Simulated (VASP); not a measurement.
# Sb (Im-3m) in VASP: further runs

The runs below take Sb through single point, with LDA.

All numbers are computed with VASP 6.6.1; they aren't measurements. Logs are shortened: lines on timing, memory, paths and dates and some standing lists are left out, and cuts for length are marked.

### Step 1. The cell of the first run

It takes space group Im-3m (No. 229, cubic). The conventional cell has a = 3.383 Å, b = 3.383 Å, c = 3.383 Å, α = 90.00°, β = 90.00°, γ = 90.00°. Sb (site symmetry m-3m) has 14 Sb at 2.93 to 3.38 Å within 3.9 Å.

### Step 2. Single point, LDA (volume scaled by 0.76)

INCAR

```
PREC = Accurate
ENCUT = 520
EDIFF = 1E-6
ISMEAR = -1
SIGMA = 0.08
LREAL = False
LASPH = True
NELM = 80
ALGO = Normal
ISIF = 2
LWAVE = False
LCHARG = False
NBANDS = 8
```

KPOINTS

```
regular mesh
0
Gamma
  14 14 14
```

POSCAR

```
Sb
1.0
   -1.6914363578      1.6914363578      1.6914363578
    1.6914363578     -1.6914363578      1.6914363578
    1.6914363578      1.6914363578     -1.6914363578
Sb
1
Direct
    0.0000000000      0.0000000000      0.0000000000
```

Potentials or basis: VASP PAW LDA potentials, release 64 (Sb).

The run is started by

```
$ cat potpaw_LDA.64/Sb/POTCAR > POTCAR
$ mpirun -np 1 vasp_std > vasp.out
```

OUTCAR:

```text
PREC = Accurate
   ENCUT = 520
   EDIFF = 1E-6
   ISMEAR = -1
   LREAL = False
   LASPH = True
   NELM = 80
   ISIF = 2

 ion  position               nearest neighbor table
   1  0.000  0.000  0.000-

  LATTYP: Found a body centered cubic cell.
 ALAT       =     3.3828727156

  Lattice vectors:

 A1 = (  -1.6914363578,   1.6914363578,   1.6914363578)
 A2 = (   1.6914363578,  -1.6914363578,   1.6914363578)
 A3 = (   1.6914363578,   1.6914363578,  -1.6914363578)

Analysis of symmetry for initial positions (statically):
=====================================================================
 Subroutine PRICEL returns:
 Original cell was already a primitive cell.

 Routine SETGRP: Setting up the symmetry group for a
 body centered cubic supercell.

 Subroutine GETGRP returns: Found 48 space group operations
 (whereof 48 operations were pure point group operations)
 out of a pool of 48 trial point group operations.

The static configuration has the point symmetry O_h .

Analysis of symmetry for dynamics (positions and initial velocities):
=====================================================================
 Subroutine PRICEL returns:
 Original cell was already a primitive cell.

 Routine SETGRP: Setting up the symmetry group for a
 body centered cubic supercell.

 Subroutine GETGRP returns: Found 48 space group operations
 (whereof 48 operations were pure point group operations)
 out of a pool of 48 trial point group operations.

The dynamic configuration has the point symmetry O_h .

 Subroutine INISYM returns: Found 48 space group operations
 (whereof 48 operations are pure point group operations),
 and found     1 'primitive' translations

----------------------------------------------------------------------------------------

                                     Primitive cell

  volume of cell :      19.3565

  direct lattice vectors                    reciprocal lattice vectors
    -1.691436358  1.691436358  1.691436358     0.000000000  0.295606747  0.295606747
     1.691436358 -1.691436358  1.691436358     0.295606747  0.000000000  0.295606747
     1.691436358  1.691436358 -1.691436358     0.295606747  0.295606747  0.000000000

  length of vectors
     2.929653709  2.929653709  2.929653709     0.418051071  0.418051071  0.418051071

  position of ions in fractional coordinates (direct lattice)
     0.000000000  0.000000000  0.000000000

  ion indices of the primitive-cell ions
   primitive index   ion index
                 1           1

----------------------------------------------------------------------------------------

 KPOINTS: regular mesh

Automatic generation of k-mesh.
 Grid dimensions read from file:
 generate k-points for:   14   14   14

 Generating k-lattice:

  Cartesian coordinates                     Fractional coordinates (reciprocal lattice)
     0.000000000  0.021114768  0.021114768     0.071428571  0.000000000  0.000000000
     0.021114768  0.000000000  0.021114768     0.000000000  0.071428571  0.000000000
     0.021114768  0.021114768  0.000000000     0.000000000  0.000000000  0.071428571

  Length of vectors
     0.029860791  0.029860791  0.029860791

  Shift w.r.t. Gamma in fractional coordinates (k-lattice)
     0.000000000  0.000000000  0.000000000

 Subroutine IBZKPT returns following result:
 ===========================================

 Found    104 irreducible k-points:

 Following reciprocal coordinates:
            Coordinates               Weight
  0.000000  0.000000  0.000000      1.000000
  0.071429  0.000000  0.000000     12.000000
  0.142857  0.000000  0.000000     12.000000
  0.214286  0.000000  0.000000     12.000000
  0.285714  0.000000  0.000000     12.000000
  0.357143  0.000000  0.000000     12.000000
[... 16 lines left out ...]
  0.285714  0.285714  0.000000     24.000000
  0.357143  0.285714  0.000000     24.000000
 [... further k-points ...]
   k-points           NKPTS =    104   k-points in BZ     NKDIM =    104   number of bands    NBANDS=      8
   number of dos      NEDOS =    301   number of ions     NIONS =      1
   total plane-waves  NPLWV =  13824
   dimension x,y,z NGX =    24 NGY =   24 NGZ =   24
   dimension x,y,z NGXF=    48 NGYF=   48 NGZF=   48
   ions per type =               1
   NGX,Y,Z   is equivalent  to a cutoff of  13.62, 13.62, 13.62 a.u.
   NGXF,Y,Z  is equivalent  to a cutoff of  27.24, 27.24, 27.24 a.u.
 SYSTEM =  unknown system
   PREC   = accura    normal or accurate (medium, high low for compatibility)
   ISTART =      0    job   : 0-new  1-cont  2-samecut
   ICHARG =      2    charge: 1-file 2-atom 10-const
   ISPIN  =      1    spin polarized calculation?
   LNONCOLLINEAR =      F non collinear calculations
   LSORBIT =      F    spin-orbit coupling
   LASPH  =      T    aspherical Exc in radial PAW
   ENCUT  =  520.0 eV  38.22 Ry    6.18 a.u.   5.45  5.45  5.45*2*pi/ulx,y,z
   NELM   =     80;   NELMIN=  2; NELMDL= -5     # of ELM steps
   EDIFF  = 0.1E-05   stopping-criterion for ELM
   LREAL  =      F    real-space projection
   EDIFFG = 0.1E-04   stopping-criterion for IOM
   NSW    =      0    number of steps for IOM
   IBRION =     -1    ionic relax: 0-MD 1-quasi-New 2-CG
   NFREE  =      0    steps in history (QN), initial steepest desc. (CG)
   ISIF   =      2    stress and relaxation
   ISYM   =      2    0-nonsym 1-usesym 2-fastsym
   POTIM  = 0.5000    time-step for ionic-motion
   TEBEG  =    0.0;   TEEND  =   0.0 temperature during run
   PSTRESS=    0.0 pullay stress
   NELECT =       5.0000    total number of electrons
   NUPDOWN=      -1.0000    fix difference up-down
   EMIN   =  10.00;   EMAX   =-10.00  energy-range for DOS
   EFERMI =   0.00;   METHOD = LEGACY
   ISMEAR =    -1;   SIGMA  =   0.08  broadening in eV -4-tet -1-fermi 0-gaus
   EFERMI_NEDOS =   21; number of points for ismear=-14 and -15
   IALGO  =     38    algorithm
   IMIX   =      4    mixing-type and parameters
     AMIX     =   0.40;   BMIX     =  1.00
     AMIX_MAG =   1.60;   BMIX_MAG =  1.00
  volume/ion in A,a.u.               =      19.36       130.62
  Fermi-wavevector in a.u.,A,eV,Ry     =   1.042611  1.970250 14.790060  1.087039
  Thomas-Fermi vector in A             =   2.177284
   LORBIT       =      0    0 simple, 1 ext, 2 COOP (PROOUT), +10 PAW based schemes
   GGA     = CA    functional components
   LHFCALC =     F    Hartree Fock is set to
   AEXX    =    0.0000 exact exchange contribution
   IVDW    =     0    specifies the selected vdW correction
   LEPSILON=     F    determine dielectric tensor
   LRPA    =     F    only Hartree local field effects (RPA)
 non-spin polarized calculation
  energy-cutoff  :      520.00
  volume of cell :       19.36
 maximum number of plane-waves:       539
 NGX is ok and might be reduce to    24
   NGX = 11   NGY = 11   NGZ = 11

 number of electron       5.0000000 magnetization

 Free energy of the ion-electron system (eV)
  ---------------------------------------------------
  ext. energy  EPLUGINS =         0.00000000
  ---------------------------------------------------
  free energy    TOTEN  =        -4.06870558 eV

  energy without entropy =       -4.05821968  energy(sigma->0) =       -4.06346263

 E-fermi :  13.5244     XC(G=0): -11.8471

 val. band max:       13.4822122998   @ k =   0.2143   0.1429   0.1429
 cond. band min:      13.5963654117   @ k =   0.2143   0.1429   0.0714
 fundamental gap:      0.1141531118
 Fermi energy:        13.5244094668

 k-point     1 :       0.0000    0.0000    0.0000
  band No.  band energies     occupation
      1      -2.5353      2.00000
      2      21.9039      0.00000
      3      21.9039      0.00000
      4      21.9039      0.00000
      5      24.9336      0.00000
      6      24.9336      0.00000
      7      24.9336      0.00000
      8      25.3761      0.00000

 k-point     2 :       0.0714    0.0000    0.0000
  band No.  band energies     occupation
      1      -2.3921      2.00000
      2      20.5391      0.00000
      3      21.1808      0.00000
      4      21.6469      0.00000
      5      23.9310      0.00000
      6      23.9751      0.00000
      7      25.0386      0.00000
      8      25.6863      0.00000

 k-point     3 :       0.1429    0.0000    0.0000
  band No.  band energies     occupation
      1      -1.9622      2.00000
      2      17.8129      0.00000
      3      19.8733      0.00000
      4      20.9389      0.00000
      5      22.9425      0.00000
      6      23.1001      0.00000
      7      25.0092      0.00000
      8      26.2113      0.00000

 k-point     4 :       0.2143    0.0000    0.0000
  band No.  band energies     occupation
      1      -1.2448      2.00000
      2      14.8704      0.00000
      3      18.5745      0.00000
      4      20.0506      0.00000
      5      22.1457      0.00000
      6      22.3998      0.00000
      7      25.4891      0.00000
      8      26.7118      0.00000

 k-point     5 :       0.2857    0.0000    0.0000
  band No.  band energies     occupation
      1      -0.2400      2.00000
      2      12.0139      2.00000
      3      17.4567      0.00000
      4      19.2280      0.00000
      5      21.5362      0.00000
      6      21.8638      0.00000
      7      26.3085      0.00000
      8      27.3040      0.00000
[... 177 lines left out ...]
 k-point    22 :       0.3571    0.2143    0.0000
  band No.  band energies     occupation
      1       4.2055      2.00000
      2       6.9740      2.00000
      3      11.0101      2.00000
      4      16.5918      0.00000
      5      23.0253      0.00000
      6      25.7419      0.00000
      7      26.9958      0.00000
      8      27.9069      0.00000

 k-point    23 :       0.2857    0.2857    0.0000
  band No.  band energies     occupation
      1       4.1392      2.00000
      2       8.1100      2.00000
      3       9.5707      2.00000
      4      16.5011      0.00000
      5      24.2106      0.00000
      6      24.4723      0.00000
      7      27.1220      0.00000
      8      29.4890      0.00000

 k-point    24 :       0.3571    0.2857    0.0000
  band No.  band energies     occupation
      1       5.1026      2.00000
      2       7.3363      2.00000
      3       8.9714      2.00000
      4      16.3860      0.00000
      5      24.2355      0.00000
      6      25.5565      0.00000
      7      25.8207      0.00000
      8      29.7131      0.00000

 [... further k-points ...]

------------------------ aborting loop because EDIFF is reached ----------------------------------------

  FORCE on cell =-STRESS in cart. coord.  units (eV):
  Direction    XX          YY          ZZ          XY          YZ          ZX
  --------------------------------------------------------------------------------------
  -------------------------------------------------------------------------------------
  Total        4.6166603      4.6166603      4.6166603     -0.0000000      0.0000000      0.0000000
  in kB      382.1303467    382.1303467    382.1303467     -0.0000000      0.0000000      0.0000000
  external PRESSURE =     382.1303467 kB  Pullay stress =       0.0000000 kB

 VOLUME and BASIS-vectors are now :
 -----------------------------------------------------------------------------
  energy-cutoff  :      520.00
  volume of cell :       19.36
      direct lattice vectors                 reciprocal lattice vectors
    -1.691436358  1.691436358  1.691436358     0.000000000  0.295606747  0.295606747
     1.691436358 -1.691436358  1.691436358     0.295606747  0.000000000  0.295606747
     1.691436358  1.691436358 -1.691436358     0.295606747  0.295606747  0.000000000

 POSITION                                       TOTAL-FORCE (eV/Angst)
 -----------------------------------------------------------------------------------
      0.00000      0.00000      0.00000        -0.000000      0.000000      0.000000
 -----------------------------------------------------------------------------------
    total drift:                                0.000000      0.000000      0.000000

  FREE ENERGIE OF THE ION-ELECTRON SYSTEM (eV)
  ---------------------------------------------------
  free  energy   TOTEN  =        -4.0687055849 eV

  energy  without entropy=       -4.0582196834  energy(sigma->0) =       -4.06346263
```

It took 11 s on 1 thread of AMD EPYC 7R13 (Zen 3), shared host; peak memory 0.1 GiB.

Results:

```
Free energy : -4.0687 eV
Pressure    : 38.2 GPa
```

Caveat: spin-orbit coupling is left out, which moves the levels of the heavy elements.

[end of part 1 of 2]
